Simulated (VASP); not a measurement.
A run of VASP 6.6.1:

File INCAR:

```
PREC     = Accurate       # precision mode
ENCUT    = 520            # plane-wave cutoff, eV
EDIFF    = 1E-6           # SCF threshold, eV
ISMEAR   = 0              # smearing method
SIGMA    = 0.1            # smearing width, eV
LREAL    = F              # projectors in reciprocal space
LASPH    = T              # aspherical terms in the spheres
NELM     = 80             # most SCF steps
ALGO     = Normal         # electronic algorithm
ISIF     = 2              # what is computed and relaxed
LWAVE    = F              # write WAVECAR
LCHARG   = F              # write CHGCAR
LDIPOL   = T            
IDIPOL   = 3            
DIPOL    = 0.5 0.5 0.388
GGA      = PE             # functional
IBRION   = 2              # ionic algorithm
NSW      = 36             # ionic steps
EDIFFG   = -0.025         # ionic threshold
```

KPOINTS

```
regular mesh
0
Gamma
  9 9 1
```

File POSCAR:

```
Ti5O
1.0
    2.9381632086      0.0000000000      0.0000000000
   -1.4690816043      2.5445239791      0.0000000000
    0.0000000000      0.0000000000     24.7117068140
Ti O
5 1
Selective dynamics
Direct
    0.6666666667      0.3333333333      0.1618666015  F F F
    0.3333333333      0.6666666667      0.2559609806  F F F
    0.6666666667      0.3333333333      0.3506708119  F F F
    0.3333333333      0.6666666667      0.4475655916  F F F
    0.6666666667      0.3333333333      0.5346335206  F F F
    1.3333333333      0.6666666667      0.5751001710  F F T
```

Potentials or basis: VASP PAW PBE potentials, release 64 (Ti_sv, O).

Command:

```sh
$ cat potpaw_PBE.64/Ti_sv/POTCAR potpaw_PBE.64/O/POTCAR > POTCAR
$ mpirun -np 1 vasp_std > vasp.out
```

Hardware: 1 thread of Intel(R) Xeon(R) Platinum 8259CL CPU @ 2.50GHz (Skylake/Cascade Lake) (shared host).

Estimate the wall time of this run.

Run time: 8.6 min on 1 thread of Intel(R) Xeon(R) Platinum 8259CL CPU @ 2.50GHz (Skylake/Cascade Lake) (shared host), peak memory 0.36 GiB. Counts: scf iterations 75, k points 12, ion steps 3.
